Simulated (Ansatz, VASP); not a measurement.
## Ge: VASP beside Ansatz

```
Ge
1.0
     3.83697    0.00000    0.00000
    -1.91848    3.32291    0.00000
     0.00000    0.00000    6.15047
Ge
4
Direct
  0.00000 0.00000 0.07119
  0.00000 0.00000 0.57119
  0.33333 0.66667 0.82111
  0.66667 0.33333 0.32111
```

Alike in both runs: functional PBEsol; k mesh 12 × 12 × 4; occupations gaussian, width 0.1 eV; no spin polarisation.

Ansatz relaxed the structure, and its values are those at the end. VASP's run is a single point on that final structure, the one shown.

|  | VASP | Ansatz |
| --- | --- | --- |
| version | VASP 6.6.1 | Ansatz 0.2.0 |
| potentials or method | VASP PAW PBE potentials, release 64 (Ge_d), cutoff 520 eV | scalar-relativistic, plane waves, PAW |
| valence electrons in the cell | 56 | 56 |

|  | VASP | Ansatz | Ansatz less VASP |
| --- | --- | --- | --- |
| gap on the k mesh at the Fermi level (eV) | none | none | - |
| pressure (GPa) | 0.1 | 0.0 | -0.15 |

VASP's potentials were made for PBE, not for PBEsol. A gap of «none» marks a metal or a gap that the smearing closes.
